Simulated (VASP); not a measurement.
# CeGa2Os2 (I4/mmm) in VASP: single point with r2SCAN

Aim: the single point of CeGa2Os2 with r2SCAN.

Program: VASP 6.6.1. These are calculated values, not measurements. Logs are shortened: lines on timing, memory, paths and dates and some standing lists are left out, and cuts for length are marked.

## (1) The cell of the first run

Symmetry: I4/mmm, No. 139, tetragonal system. The conventional cell has a = 4.303 Å, b = 4.303 Å, c = 10.177 Å, α = 90.00°, β = 90.00°, γ = 90.00°. Within 3.4 Å of Os (site symmetry -4m2) lie 4 Ga at 2.50 Å and 4 Os at 3.04 Å and 4 Ce at 3.33 Å. Within 3.3 Å of Ga (site symmetry 4mm) lie 4 Os at 2.50 Å and 1 Ga at 2.54 Å and 4 Ce at 3.30 Å. Within 4.4 Å of Ce (site symmetry 4/mmm) lie 10 Ga at 3.30 to 3.82 Å and 8 Os at 3.33 Å and 4 Ce at 4.30 Å.

## (2) Single point, r2SCAN

Contents of POSCAR:

```
CeGa2Os2
1.0
    0.0000000000      4.3031139100      0.0000000000
    4.3031139100      0.0000000000      0.0000000000
    2.1515564500      2.1515564500     -5.0883363200
Os Ga Ce
2 2 1
Direct
    0.7500000000      0.2500000000      0.5000000000
    0.2500000000      0.7500000000      0.5000000000
    0.3750000000      0.3750000000      0.2500000000
    0.6250000000      0.6250000000      0.7500000000
    0.0000000000      0.0000000000      0.0000000000
```

Contents of INCAR.step1:

```
SYSTEM = CeGa2Os2
  PREC = Accurate
  ENCUT = 520
  ISMEAR = -5
  SIGMA = 0.0378
  LREAL = .FALSE.
  LASPH = .TRUE.
  NELM = 100
  LMAXMIX = 6
  GGA = PE
  ALGO = Normal
  EDIFF = 1E-4
  LWAVE = .TRUE.
  LCHARG = .FALSE.
```

Contents of INCAR.step2:

```
SYSTEM = CeGa2Os2
  PREC = Accurate
  ENCUT = 520
  EDIFF = 1E-6
  ISMEAR = 1
  SIGMA = 0.0378
  LREAL = .FALSE.
  LASPH = .TRUE.
  NELM = 100
  ALGO = Normal
  ISIF = 2
  LWAVE = .FALSE.
  LCHARG = .FALSE.
  LMAXMIX = 6
  METAGGA = R2SCAN
  LMIXTAU = .TRUE.
  LORBIT = 11
  ISTART = 1
```

Contents of KPOINTS:

```
regular mesh
0
G
  6 6 6
  0 0 0
```

Potentials or basis: VASP PAW PBE potentials, release 64 (Os, Ga_d, Ce).

Started as:

```bash
$ cat potpaw_PBE.64/Os/POTCAR potpaw_PBE.64/Ga_d/POTCAR potpaw_PBE.64/Ce/POTCAR > POTCAR
$ cp INCAR.step1 INCAR
$ mpirun -np 1 vasp_std > vasp.out
$ cp INCAR.step2 INCAR
$ mpirun -np 1 vasp_std > vasp.out
```

OUTCAR:

```text
SYSTEM = CeGa2Os2
   PREC = Accurate
   ENCUT = 520
   EDIFF = 1E-6
   ISMEAR = 1
   LREAL = .FALSE.
   LASPH = .TRUE.
   NELM = 100
   ISIF = 2
   METAGGA = R2SCAN
   LORBIT = 11
   ISTART = 1

 ion  position               nearest neighbor table
   1  0.750  0.250  0.500-   3 2.50   4 2.50   3 2.50   4 2.50   2 3.04   2 3.04   2 3.04   2 3.04

   2  0.250  0.750  0.500-   3 2.50   4 2.50   3 2.50   4 2.50   1 3.04   1 3.04   1 3.04   1 3.04

   3  0.375  0.375  0.250-   1 2.50   2 2.50   2 2.50   1 2.50   4 2.54
   4  0.625  0.625  0.750-   1 2.50   2 2.50   2 2.50   1 2.50   3 2.54
   5  0.000  0.000  0.000-

  LATTYP: Found a body centered tetragonal cell.
 ALAT       =     4.3031139100
 C/A-ratio  =     2.3649554376

  Lattice vectors:

 A1 = (  -2.1515564500,   2.1515574600,   5.0883363200)
 A2 = (   2.1515574600,  -2.1515564500,   5.0883363200)
 A3 = (   2.1515564500,   2.1515564500,  -5.0883363200)

Analysis of symmetry for initial positions (statically):
=====================================================================
 Subroutine PRICEL returns:
 Original cell was already a primitive cell.

 Routine SETGRP: Setting up the symmetry group for a
 body centered tetragonal supercell.

 Subroutine GETGRP returns: Found 16 space group operations
 (whereof 16 operations were pure point group operations)
 out of a pool of 16 trial point group operations.

The static configuration has the point symmetry D_4h.

Analysis of symmetry for dynamics (positions and initial velocities):
=====================================================================
 Subroutine PRICEL returns:
 Original cell was already a primitive cell.

 Routine SETGRP: Setting up the symmetry group for a
 body centered tetragonal supercell.

 Subroutine GETGRP returns: Found 16 space group operations
 (whereof 16 operations were pure point group operations)
 out of a pool of 16 trial point group operations.

The dynamic configuration has the point symmetry D_4h.

 Subroutine INISYM returns: Found 16 space group operations
 (whereof 16 operations are pure point group operations),
 and found     1 'primitive' translations

----------------------------------------------------------------------------------------

                                     Primitive cell

  volume of cell :      94.2197

  direct lattice vectors                    reciprocal lattice vectors
     0.000000000  4.303113910  0.000000000     0.000000000  0.232389851  0.098263922
     4.303113910  0.000000000  0.000000000     0.232389851  0.000000000  0.098263922
     2.151556450  2.151556450 -5.088336320     0.000000000  0.000000000 -0.196527890

  length of vectors
     4.303113910  4.303113910  5.928706167     0.252311001  0.252311001  0.196527890

  position of ions in fractional coordinates (direct lattice)
     0.750000000  0.250000000  0.500000000
     0.250000000  0.750000000  0.500000000
     0.375000000  0.375000000  0.250000000
     0.625000000  0.625000000  0.750000000
     0.000000000  0.000000000  0.000000000

  ion indices of the primitive-cell ions
   primitive index   ion index
                 1           1
                 2           2
                 3           3
                 4           4
                 5           5

----------------------------------------------------------------------------------------

 KPOINTS: regular mesh

Automatic generation of k-mesh.
 Grid dimensions read from file:
 generate k-points for:    6    6    6

 Generating k-lattice:

  Cartesian coordinates                     Fractional coordinates (reciprocal lattice)
     0.000000000  0.038731642  0.016377320     0.166666667  0.000000000  0.000000000
     0.038731642  0.000000000  0.016377320     0.000000000  0.166666667  0.000000000
     0.000000000  0.000000000 -0.032754648     0.000000000  0.000000000  0.166666667

  Length of vectors
     0.042051833  0.042051833  0.032754648

  Shift w.r.t. Gamma in fractional coordinates (k-lattice)
     0.000000000  0.000000000  0.000000000

 Subroutine IBZKPT returns following result:
 ===========================================

 Found     30 irreducible k-points:

 Following reciprocal coordinates:
            Coordinates               Weight
  0.000000  0.000000  0.000000      1.000000
  0.166667  0.000000 -0.000000      8.000000
  0.333333  0.000000  0.000000      8.000000
  0.500000  0.000000  0.000000      4.000000
  0.166667  0.166667 -0.000000      8.000000
  0.333333  0.166667  0.000000     16.000000
[... 16 lines left out ...]
 -0.333333 -0.333333  0.166667      4.000000
 -0.166667 -0.333333  0.166667     16.000000
 [... further k-points ...]
   k-points           NKPTS =     30   k-points in BZ     NKDIM =     30   number of bands    NBANDS=     32
   number of dos      NEDOS =    301   number of ions     NIONS =      5
   total plane-waves  NPLWV =  49152
   dimension x,y,z NGX =    32 NGY =   32 NGZ =   48
   dimension x,y,z NGXF=    64 NGYF=   64 NGZF=   96
   ions per type =               2   2   1
   NGX,Y,Z   is equivalent  to a cutoff of  12.36, 12.36, 13.46 a.u.
   NGXF,Y,Z  is equivalent  to a cutoff of  24.73, 24.73, 26.92 a.u.
 SYSTEM =  CeGa2Os2
   PREC   = accura    normal or accurate (medium, high low for compatibility)
   ISTART =      1    job   : 0-new  1-cont  2-samecut
   ICHARG =      0    charge: 1-file 2-atom 10-const
   ISPIN  =      1    spin polarized calculation?
   LNONCOLLINEAR =      F non collinear calculations
   LSORBIT =      F    spin-orbit coupling
   LASPH  =      T    aspherical Exc in radial PAW
   ENCUT  =  520.0 eV  38.22 Ry    6.18 a.u.   8.00  8.00 11.02*2*pi/ulx,y,z
   NELM   =    100;   NELMIN=  2; NELMDL=  0     # of ELM steps
   EDIFF  = 0.1E-05   stopping-criterion for ELM
   LREAL  =      F    real-space projection
   EDIFFG = 0.1E-04   stopping-criterion for IOM
   NSW    =      0    number of steps for IOM
   IBRION =     -1    ionic relax: 0-MD 1-quasi-New 2-CG
   NFREE  =      0    steps in history (QN), initial steepest desc. (CG)
   ISIF   =      2    stress and relaxation
   ISYM   =      2    0-nonsym 1-usesym 2-fastsym
   POTIM  = 0.5000    time-step for ionic-motion
   TEBEG  =    0.0;   TEEND  =   0.0 temperature during run
   PSTRESS=    0.0 pullay stress
   NELECT =      54.0000    total number of electrons
   NUPDOWN=      -1.0000    fix difference up-down
   EMIN   =  10.00;   EMAX   =-10.00  energy-range for DOS
   EFERMI =   0.00;   METHOD = LEGACY
   ISMEAR =     1;   SIGMA  =   0.04  broadening in eV -4-tet -1-fermi 0-gaus
   EFERMI_NEDOS =   21; number of points for ismear=-14 and -15
   IALGO  =     38    algorithm
   IMIX   =      4    mixing-type and parameters
     AMIX     =   0.40;   BMIX     =  1.00
     AMIX_MAG =   1.60;   BMIX_MAG =  1.00
  volume/ion in A,a.u.               =      18.84       127.17
  Fermi-wavevector in a.u.,A,eV,Ry     =   1.359854  2.569751 25.159929  1.849203
  Thomas-Fermi vector in A             =   2.486566
   LORBIT       =     11    0 simple, 1 ext, 2 COOP (PROOUT), +10 PAW based schemes
   METAGGA = R2SCAN    functional components
   LHFCALC =     F    Hartree Fock is set to
   AEXX    =    0.0000 exact exchange contribution
   IVDW    =     0    specifies the selected vdW correction
   LEPSILON=     F    determine dielectric tensor
   LRPA    =     F    only Hartree local field effects (RPA)
 non-spin polarized calculation
 Methfessel and Paxton  Order N= 1 SIGMA  =   0.04
  energy-cutoff  :      520.00
  volume of cell :       94.22
 maximum number of plane-waves:      2554
   NGX = 17   NGY = 17   NGZ = 23

 number of electron      53.9999993 magnetization

 Free energy of the ion-electron system (eV)
  ---------------------------------------------------
  ext. energy  EPLUGINS =         0.00000000
  ---------------------------------------------------
  free energy    TOTEN  =      -160.86605570 eV

  energy without entropy =     -160.86464921  energy(sigma->0) =     -160.86558687

 E-fermi :   6.8994     XC(G=0): -12.8977

 val. band max:        6.8924295696   @ k =   0.3333   0.0000   0.0000
 cond. band min:       6.9035088013   @ k =  -0.3333   0.0000   0.1667
 fundamental gap:      0.0110792316
 Fermi energy:         6.8993677498

 k-point     1 :       0.0000    0.0000    0.0000
  band No.  band energies     occupation
      1     -29.0570      2.00000
      2     -11.3425      2.00000
      3     -11.3425      2.00000
      4     -11.1992      2.00000
      5      -7.8193      2.00000
      6      -7.7107      2.00000
[... 24 lines left out ...]
     31       7.4094     -0.00000
     32       7.4308     -0.00000

 k-point     2 :       0.1667    0.0000   -0.0000
  band No.  band energies     occupation
      1     -29.0543      2.00000
      2     -11.4012      2.00000
      3     -11.3380      2.00000
      4     -11.1974      2.00000
      5      -7.8194      2.00000
      6      -7.7209      2.00000
[... 24 lines left out ...]
     31       7.3547     -0.00000
     32       7.4397     -0.00000
[... 733 lines left out ...]
     31       7.2577     -0.00000
     32       7.3894     -0.00000

 k-point    24 :      -0.1667   -0.3333    0.1667
  band No.  band energies     occupation
      1     -29.0461      2.00000
      2     -11.4989      2.00000
      3     -11.3778      2.00000
      4     -11.2046      2.00000
      5      -7.8201      2.00000
      6      -7.7430      2.00000
[... 24 lines left out ...]
     31       7.3190     -0.00000
     32       7.4835     -0.00000

 [... further k-points ...]

------------------------ aborting loop because EDIFF is reached ----------------------------------------

  FORCE on cell =-STRESS in cart. coord.  units (eV):
  Direction    XX          YY          ZZ          XY          YZ          ZX
  --------------------------------------------------------------------------------------
  -------------------------------------------------------------------------------------
  Total       -3.3525905     -3.3525905     -4.2362276     -0.0000000     -0.0000004     -0.0000004
  in kB      -57.0098101    -57.0098101    -72.0357977     -0.0000000     -0.0000071     -0.0000071
  external PRESSURE =     -62.0184727 kB  Pullay stress =       0.0000000 kB

 VOLUME and BASIS-vectors are now :
 -----------------------------------------------------------------------------
  energy-cutoff  :      520.00
  volume of cell :       94.22
      direct lattice vectors                 reciprocal lattice vectors
     0.000000000  4.303113910  0.000000000     0.000000000  0.232389851  0.098263922
     4.303113910  0.000000000  0.000000000     0.232389851  0.000000000  0.098263922
     2.151556450  2.151556450 -5.088336320     0.000000000  0.000000000 -0.196527890

 POSITION                                       TOTAL-FORCE (eV/Angst)
 -----------------------------------------------------------------------------------
      2.15156      4.30311     -2.54417         0.000000      0.000000      0.000000
      4.30311      2.15156     -2.54417        -0.000000     -0.000000      0.000000
      2.15156      2.15156     -1.27208        -0.000000     -0.000000     -0.155342
      4.30311      4.30311     -3.81625         0.000000      0.000000      0.155342
      0.00000      0.00000      0.00000         0.000000     -0.000000      0.000000
 -----------------------------------------------------------------------------------
    total drift:                               -0.000000     -0.000000     -0.000000

  FREE ENERGIE OF THE ION-ELECTRON SYSTEM (eV)
  ---------------------------------------------------
  free  energy   TOTEN  =      -160.8660556982 eV

  energy  without entropy=     -160.8646492093  energy(sigma->0) =     -160.86558687

 total charge

# of ion       s       p       d       f       tot
--------------------------------------------------
    1        0.588   0.508   6.108   0.000   7.203
    2        0.588   0.508   6.108   0.000   7.203
    3        0.886   0.976  10.024   0.000  11.886
    4        0.886   0.976  10.024   0.000  11.886
    5        2.087   5.753   0.753   0.944   9.536
--------------------------------------------------
tot          5.034   8.721  33.016   0.944  47.715
```

Run time: 8.3 min. Hardware: 1 thread of Intel Xeon Platinum 8488C (Sapphire Rapids), shared host; peak memory 0.31 GiB.

What came out:

- Free energy: -160.8661 eV
- Pressure: -6.2 GPa
- Largest force: 0.155 eV/Å
- Band gap on the k mesh: zero (bands 27 and 28 overlap by 0.39 eV)
- Valence electrons inside the program's atomic spheres: Os 7.20; Ga 11.89; Ce 9.54

Forces in eV/Å, atoms in the order of the input:
```
Os   0.000  0.000  0.000
Os   0.000  0.000  0.000
Ga   0.000  0.000 -0.155
Ga   0.000  0.000  0.155
Ce   0.000  0.000  0.000
```

Stress tensor (GPa, compression positive):
```
-5.70  0.00  0.00
 0.00 -5.70  0.00
 0.00  0.00 -7.20
```

Levels at points of the mesh, in eV from the Fermi level:
| k point | band 24 | band 25 | band 26 | band 27 | band 28 | band 29 | band 30 | band 31 |
| --- | --- | --- | --- | --- | --- | --- | --- | --- |
| (0.00, 0.00, 0.00) | -0.81 | -0.25 | -0.25 | -0.09 | -0.06 | 0.13 | 0.13 | 0.51 |
| (0.50, 0.00, 0.00) | -1.54 | -1.18 | -1.13 | -0.69 | -0.01 | 0.18 | 0.31 | 0.42 |
| (0.50, 0.50, 0.00) | -1.28 | -1.16 | -0.55 | -0.18 | -0.04 | 0.09 | 0.29 | 0.32 |
| (0.00, 0.00, 0.50) | -1.42 | 0.10 | 0.10 | 0.21 | 0.42 | 0.42 | 0.58 | 0.71 |

Caveat: the cell stands under tension; the PAW data sets were made with another functional, which shifts forces and pressure a little; spin-orbit coupling is left out, which moves the levels of the heavy elements; semilocal functionals describe open f shells poorly, which spoils levels, moments and volumes.
